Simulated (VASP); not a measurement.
# Pd3Cl in VASP: further runs

Runs on Pd3Cl. Level: PBE. Tasks: single point.

Everything below comes from runs of VASP 6.6.1. Logs are shortened: lines on timing, memory, paths and dates and some standing lists are left out, and cuts for length are marked.

## 1. The cell of the first run

The cell holds a slab with vacuum, 4 atoms: a = 2.788 Å, b = 2.788 Å, c = 19.387 Å, α = 90.00°, β = 90.00°, γ = 90.00°.

## 2. Single point, PBE

INCAR

```
SYSTEM = Pd3Cl
ALGO = Normal ; DIPOL = 0.5 0.5 0.356
EDIFF = 1E-6 ; ENCUT = 520
GGA = PE ; IDIPOL = 3
ISIF = 2 ; ISMEAR = 0
LASPH = .TRUE. ; LCHARG = .FALSE.
LDIPOL = .TRUE. ; LREAL = .FALSE.
LWAVE = .FALSE. ; NBANDS = 26
NELM = 80 ; PREC = Accurate
SIGMA = 0.1
```

KPOINTS

```
k-points
0
G
  10 10 1
  0 0 0
```

POSCAR

```
Pd3Cl
1.0
    2.7875943942      0.0000000000      0.0000000000
    0.0000000000      2.7875943942      0.0000000000
    0.0000000000      0.0000000000     19.3873314569
Pd Cl
3 1
Direct
    0.5000000000      0.5000000000      0.2063202978
    0.0000000000      0.0000000000      0.3065748042
    0.5000000000      0.5000000000      0.4068291438
    0.8333333333      1.0000000000      0.5056994562
```

Potentials or basis: VASP PAW PBE potentials, release 64 (Pd, Cl).

On the command line:

```
> cat potpaw_PBE.64/Pd/POTCAR potpaw_PBE.64/Cl/POTCAR > POTCAR
> mpirun -np 1 vasp_std > vasp.out
```

OUTCAR:

```text
SYSTEM = Pd3Cl
   EDIFF = 1E-6
   ENCUT = 520
   GGA = PE
   ISIF = 2
   ISMEAR = 0
   LASPH = .TRUE.
   LREAL = .FALSE.
   NELM = 80
   PREC = Accurate

 ion  position               nearest neighbor table
   1  0.500  0.500  0.206-   2 2.77   2 2.77   2 2.77   2 2.77
   2  0.000  0.000  0.307-   3 2.77   3 2.77   3 2.77   3 2.77   1 2.77   1 2.77   1 2.77   1 2.77

   3  0.500  0.500  0.407-   4 2.55   4 2.55   2 2.77   2 2.77   2 2.77   2 2.77   4 3.01   4 3.01

   4  0.833  0.000  0.506-   3 2.55   3 2.55   3 3.01   3 3.01

  LATTYP: Found a simple tetragonal cell.
 ALAT       =     2.7875943942
 C/A-ratio  =     6.9548609716

  Lattice vectors:

 A1 = (   2.7875943942,   0.0000000000,   0.0000000000)
 A2 = (   0.0000000000,   2.7875943942,   0.0000000000)
 A3 = (   0.0000000000,   0.0000000000,  19.3873314569)

Analysis of symmetry for initial positions (statically):
=====================================================================
 Subroutine PRICEL returns:
 Original cell was already a primitive cell.

 Routine SETGRP: Setting up the symmetry group for a
 simple tetragonal supercell.

 Subroutine GETGRP returns: Found  2 space group operations
 (whereof  2 operations were pure point group operations)
 out of a pool of 16 trial point group operations.

The static configuration has the point symmetry C_1h.

Analysis of symmetry for dynamics (positions and initial velocities):
=====================================================================
 Subroutine PRICEL returns:
 Original cell was already a primitive cell.

 Routine SETGRP: Setting up the symmetry group for a
 simple tetragonal supercell.

 Subroutine GETGRP returns: Found  2 space group operations
 (whereof  2 operations were pure point group operations)
 out of a pool of 16 trial point group operations.

The dynamic configuration has the point symmetry C_1h.

 Subroutine INISYM returns: Found  2 space group operations
 (whereof  2 operations are pure point group operations),
 and found     1 'primitive' translations

----------------------------------------------------------------------------------------

                                     Primitive cell

  volume of cell :     150.6528

  direct lattice vectors                    reciprocal lattice vectors
     2.787594394  0.000000000  0.000000000     0.358732247  0.000000000  0.000000000
     0.000000000  2.787594394  0.000000000     0.000000000  0.358732247  0.000000000
     0.000000000  0.000000000 19.387331457     0.000000000  0.000000000  0.051580074

  length of vectors
     2.787594394  2.787594394 19.387331457     0.358732247  0.358732247  0.051580074

  position of ions in fractional coordinates (direct lattice)
     0.500000000  0.500000000  0.206320298
     0.000000000  0.000000000  0.306574804
     0.500000000  0.500000000  0.406829144
     0.833333333  0.000000000  0.505699456

  ion indices of the primitive-cell ions
   primitive index   ion index
                 1           1
                 2           2
                 3           3
                 4           4

----------------------------------------------------------------------------------------

 KPOINTS: k-points

Automatic generation of k-mesh.
 Grid dimensions read from file:
 generate k-points for:   10   10    1

 Generating k-lattice:

  Cartesian coordinates                     Fractional coordinates (reciprocal lattice)
     0.035873225  0.000000000  0.000000000     0.100000000  0.000000000  0.000000000
     0.000000000  0.035873225  0.000000000     0.000000000  0.100000000  0.000000000
     0.000000000  0.000000000  0.051580074     0.000000000  0.000000000  1.000000000

  Length of vectors
     0.035873225  0.035873225  0.051580074

  Shift w.r.t. Gamma in fractional coordinates (k-lattice)
     0.000000000  0.000000000  0.000000000

 Subroutine IBZKPT returns following result:
 ===========================================

 Found     36 irreducible k-points:

 Following reciprocal coordinates:
            Coordinates               Weight
  0.000000  0.000000  0.000000      1.000000
  0.100000  0.000000  0.000000      2.000000
  0.000000  0.100000  0.000000      2.000000
  0.200000  0.000000  0.000000      2.000000
  0.000000  0.200000  0.000000      2.000000
  0.300000  0.000000  0.000000      2.000000
[... 16 lines left out ...]
 -0.200000  0.300000  0.000000      4.000000
  0.400000  0.200000  0.000000      4.000000
 [... further k-points ...]
   k-points           NKPTS =     36   k-points in BZ     NKDIM =     36   number of bands    NBANDS=     26
   number of dos      NEDOS =    301   number of ions     NIONS =      4
   total plane-waves  NPLWV =  82944
   dimension x,y,z NGX =    24 NGY =   24 NGZ =  144
   dimension x,y,z NGXF=    48 NGYF=   48 NGZF=  288
   ions per type =               3   1
   NGX,Y,Z   is equivalent  to a cutoff of  14.31, 14.31, 12.35 a.u.
   NGXF,Y,Z  is equivalent  to a cutoff of  28.63, 28.63, 24.70 a.u.
 SYSTEM =  Pd3Cl
   PREC   = accura    normal or accurate (medium, high low for compatibility)
   ISTART =      0    job   : 0-new  1-cont  2-samecut
   ICHARG =      2    charge: 1-file 2-atom 10-const
   ISPIN  =      1    spin polarized calculation?
   LNONCOLLINEAR =      F non collinear calculations
   LSORBIT =      F    spin-orbit coupling
   LASPH  =      T    aspherical Exc in radial PAW
   ENCUT  =  520.0 eV  38.22 Ry    6.18 a.u.   5.18  5.18 36.05*2*pi/ulx,y,z
   NELM   =     80;   NELMIN=  2; NELMDL= -5     # of ELM steps
   EDIFF  = 0.1E-05   stopping-criterion for ELM
   LREAL  =      F    real-space projection
   EDIFFG = 0.1E-04   stopping-criterion for IOM
   NSW    =      0    number of steps for IOM
   IBRION =     -1    ionic relax: 0-MD 1-quasi-New 2-CG
   NFREE  =      0    steps in history (QN), initial steepest desc. (CG)
   ISIF   =      2    stress and relaxation
   ISYM   =      2    0-nonsym 1-usesym 2-fastsym
   POTIM  = 0.5000    time-step for ionic-motion
   TEBEG  =    0.0;   TEEND  =   0.0 temperature during run
   PSTRESS=    0.0 pullay stress
   NELECT =      37.0000    total number of electrons
   NUPDOWN=      -1.0000    fix difference up-down
   EMIN   =  10.00;   EMAX   =-10.00  energy-range for DOS
   EFERMI =   0.00;   METHOD = LEGACY
   ISMEAR =     0;   SIGMA  =   0.10  broadening in eV -4-tet -1-fermi 0-gaus
   EFERMI_NEDOS =   21; number of points for ismear=-14 and -15
   IALGO  =     38    algorithm
   IMIX   =      4    mixing-type and parameters
     AMIX     =   0.40;   BMIX     =  1.00
     AMIX_MAG =   1.60;   BMIX_MAG =  1.00
  volume/ion in A,a.u.               =      37.66       254.16
  Fermi-wavevector in a.u.,A,eV,Ry     =   1.025218  1.937382 14.300710  1.051073
  Thomas-Fermi vector in A             =   2.159047
   LORBIT       =      0    0 simple, 1 ext, 2 COOP (PROOUT), +10 PAW based schemes
   GGA     = PE    functional components
   LHFCALC =     F    Hartree Fock is set to
   AEXX    =    0.0000 exact exchange contribution
   IVDW    =     0    specifies the selected vdW correction
   LEPSILON=     F    determine dielectric tensor
   LRPA    =     F    only Hartree local field effects (RPA)
 non-spin polarized calculation
 Gauss-broadening in eV      SIGMA  =   0.10
  energy-cutoff  :      520.00
  volume of cell :      150.65
 maximum number of plane-waves:      4096
 NGX is ok and might be reduce to    24
   NGX = 11   NGY = 11   NGZ = 73

 dipolmoment           0.000000      0.000000     -0.085478 electrons x Angstroem

 number of electron      37.0000009 magnetization

 dipolmoment           0.000000      0.000000      0.036058 electrons x Angstroem

 Free energy of the ion-electron system (eV)
  ---------------------------------------------------
  ext. energy  EPLUGINS =         0.00000000
  ---------------------------------------------------
  free energy    TOTEN  =       -16.23507247 eV

  energy without entropy =      -16.19038678  energy(sigma->0) =      -16.21272963

 E-fermi :   0.2072     XC(G=0):  -5.8755

 val. band max:        0.1988375077   @ k =   0.2000   0.0000   0.0000
 cond. band min:       0.2083726689   @ k =   0.5000   0.4000   0.0000
 fundamental gap:      0.0095351611
 Fermi energy:         0.2071997394

 k-point     1 :       0.0000    0.0000    0.0000
  band No.  band energies     occupation
      1     -16.2983      2.00000
      2      -6.1515      2.00000
      3      -5.1064      2.00000
      4      -4.3562      2.00000
      5      -4.2685      2.00000
      6      -3.5325      2.00000
[... 18 lines left out ...]
     25       7.0513      0.00000
     26       7.3325      0.00000

 k-point     2 :       0.1000    0.0000    0.0000
  band No.  band energies     occupation
      1     -16.1959      2.00000
      2      -5.9632      2.00000
      3      -4.9661      2.00000
      4      -4.2204      2.00000
      5      -4.1405      2.00000
      6      -3.4290      2.00000
[... 18 lines left out ...]
     25       7.3100      0.00000
     26       7.5059      0.00000

 k-point     3 :       0.0000    0.1000    0.0000
  band No.  band energies     occupation
      1     -16.1943      2.00000
      2      -5.9507      2.00000
      3      -4.9617      2.00000
      4      -4.2633      2.00000
      5      -4.1039      2.00000
      6      -3.5260      2.00000
[... 572 lines left out ...]
 k-point    23 :      -0.2000    0.3000    0.0000
  band No.  band energies     occupation
      1     -15.1218      2.00000
      2      -4.6941      2.00000
      3      -4.4657      2.00000
      4      -3.7970      2.00000
      5      -3.5098      2.00000
      6      -3.4074      2.00000
[... 18 lines left out ...]
     25       8.3820      0.00000
     26       8.8392      0.00000

 k-point    24 :       0.4000    0.2000    0.0000
  band No.  band energies     occupation
      1     -14.7641      2.00000
      2      -5.4048      2.00000
      3      -4.2385      2.00000
      4      -3.9136      2.00000
      5      -3.8332      2.00000
      6      -3.3490      2.00000
[... 18 lines left out ...]
     25       8.8983      0.00000
     26       9.0028      0.00000

 [... further k-points ...]

------------------------ aborting loop because EDIFF is reached ----------------------------------------

 vacuum level on the upper side and lower side of the slab       (xc-potential included)         0.244        -0.422

  FORCE on cell =-STRESS in cart. coord.  units (eV):
  Direction    XX          YY          ZZ          XY          YZ          ZX
  --------------------------------------------------------------------------------------
  -------------------------------------------------------------------------------------
  Total        2.1654013      1.3898814      0.1562448      0.0000000      0.0000000     -0.7195332
  in kB       23.0288243     14.7812492      1.6616482      0.0000000      0.0000000     -7.6521630
  external PRESSURE =      13.1572406 kB  Pullay stress =       0.0000000 kB

 VOLUME and BASIS-vectors are now :
 -----------------------------------------------------------------------------
  energy-cutoff  :      520.00
  volume of cell :      150.65
      direct lattice vectors                 reciprocal lattice vectors
     2.787594394  0.000000000  0.000000000     0.358732247  0.000000000  0.000000000
     0.000000000  2.787594394  0.000000000     0.000000000  0.358732247  0.000000000
     0.000000000  0.000000000 19.387331457     0.000000000  0.000000000  0.051580074

 POSITION                                       TOTAL-FORCE (eV/Angst)
 -----------------------------------------------------------------------------------
      1.39380      1.39380      4.00000         0.018496      0.000000      0.027172
      0.00000      0.00000      5.94367         0.147354      0.000000     -0.161247
      1.39380      1.39380      7.88733         0.022722      0.000000      0.144171
      2.32300      0.00000      9.80416        -0.188572      0.000000     -0.010097
 -----------------------------------------------------------------------------------
    total drift:                               -0.000018      0.000000      0.000759

  FREE ENERGIE OF THE ION-ELECTRON SYSTEM (eV)
  ---------------------------------------------------
  free  energy   TOTEN  =       -16.2350724740 eV

  energy  without entropy=      -16.1903867813  energy(sigma->0) =      -16.21272963

 vacuum level on the upper side and lower side of the slab         6.115         5.281
```

Wall time 2.2 min (1 thread of AMD EPYC 9R45 (Zen 5), shared host); peak memory 0.31 GiB.

Results:

```
Free energy            : -16.2351 eV
Largest force          : 0.218 eV/Å
Band gap on the k mesh : zero (an odd number of electrons rules out a gap without spin polarisation)
```

Forces on the atoms (eV/Å):
```
Pd   0.018  0.000  0.027
Pd   0.147  0.000 -0.161
Pd   0.023  0.000  0.144
Cl  -0.189  0.000 -0.010
```

## 3. Single point, PBE

INCAR

```
SYSTEM = Pd3Cl
PREC = Accurate ; ENCUT = 520
EDIFF = 1E-7 ; ISMEAR = 0
SIGMA = 0.1 ; LREAL = .False.
LASPH = .True. ; NELM = 60
ALGO = Normal ; ISIF = 2
LWAVE = .False. ; LCHARG = .True.
LDIPOL = .True. ; IDIPOL = 3
DIPOL = 0.5 0.5 0.357 ; GGA = PE
LELF = .True. ; LVHAR = .True.
LVACPOTAV = .True. ; NBANDS = 26
```

KPOINTS

```
regular mesh
0
Gamma
  10 10 1
  0 0 0
```

Changes to POSCAR since step 2:

```diff
@@ -11,2 +11,2 @@
     0.5000000000      0.5000000000      0.4068291438
-    0.8333333333      1.0000000000      0.5056994562
+    0.6666666667      1.0000000000      0.5080292819
```

Potentials or basis: VASP PAW PBE potentials, release 64 (Pd, Cl).

On the command line:

```
> cat potpaw_PBE.64/Pd/POTCAR potpaw_PBE.64/Cl/POTCAR > POTCAR
> mpirun -np 1 vasp_std > vasp.out
```

Wall time 2.6 min (1 thread of AMD EPYC 9R45 (Zen 5), shared host); peak memory 0.31 GiB.

The run converged. Its results:

- Free energy: -16.3589 eV
- Largest force: 0.290 eV/Å
- Band gap on the k mesh: zero (an odd number of electrons rules out a gap without spin polarisation)

Forces on the atoms (eV/Å):
```
Pd   0.023  0.000 -0.006
Pd   0.074  0.000 -0.149
Pd   0.192  0.000  0.162
Cl  -0.289  0.000 -0.007
```

Levels at points of the mesh, in eV from the Fermi level:
| k point | band 17 | band 18 | band 19 | band 20 | band 21 | band 22 |
| --- | --- | --- | --- | --- | --- | --- |
| (0.00, 0.00, 0.00) | -0.36 | -0.30 | -0.06 | 0.06 | 0.43 | 1.78 |
| (0.50, 0.00, 0.00) | -0.26 | -0.07 | 0.73 | 1.97 | 2.05 | 2.49 |
| (0.00, 0.50, 0.00) | -0.32 | -0.18 | 0.38 | 2.03 | 2.11 | 3.63 |
| (0.50, 0.50, 0.00) | 0.16 | 0.25 | 0.59 | 4.26 | 5.09 | 6.31 |
